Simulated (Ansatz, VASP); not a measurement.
# One calculation of Zr, two programs

The input INCAR:

```
PREC = Accurate
ENCUT = 520
EDIFF = 1E-6
ISMEAR = -1
SIGMA = 0.05
LREAL = F
LASPH = T
NELM = 80
ALGO = Normal
ISIF = 2
LWAVE = F
LCHARG = F
GGA = PE
NBANDS = 12
```

Contents of KPOINTS:

```
regular mesh
0
Gamma
  16 16 16
```

The input POSCAR:

```
Zr
1.0
   -0.0338250000      2.2550000000      2.2550000000
    2.2550000000     -0.0338250000      2.2550000000
    2.2211750000      2.2211750000      0.0000000000
Zr
1
Direct
    0.0000000000      0.0000000000      0.0000000000
```

Input for Ansatz:

```yaml
crystal:
  lattice:
    - [-0.033825, 2.255, 2.255]
    - [2.255, -0.033825, 2.255]
    - [2.221175, 2.221175, 0.0]
  atoms:
    - { symbol: Zr, position: [0.0, 0.0, 0.0] }
kpoints:
  mp_grid: { grid: [16, 16, 16] }
scf:
  occupations: { method: fermi_dirac, width: 0.05 }
hamiltonian:
  xc: pbe
  pseudopotentials: { kind: all_electron, lapw: { basis_error: 0.001 } }
output:
  forces: true
  stress: true
  eigenvalues: true
```

Change from the starting cell: xy shear strain of -3 %.

Alike in both runs: task single point; functional PBE; k mesh 16 × 16 × 16; occupations fermi-dirac, width 0.05 eV; no spin polarisation.

```csv
,VASP,Ansatz
version,VASP 6.6.1,Ansatz 0.2.0
potentials or method,"VASP PAW PBE potentials, release 64 (Zr_sv), cutoff 520 eV","all-electron LAPW, scalar-relativistic"
```

|  | VASP | Ansatz | Ansatz less VASP |
| --- | --- | --- | --- |
| pressure (GPa) | 1.1 | 1.1 | 0.00 |
| traceless stress, the component that is largest in VASP (GPa) | 1.36 | 1.36 | -0.003 |

Ansatz ran all-electron here, and VASP with PAW potentials.
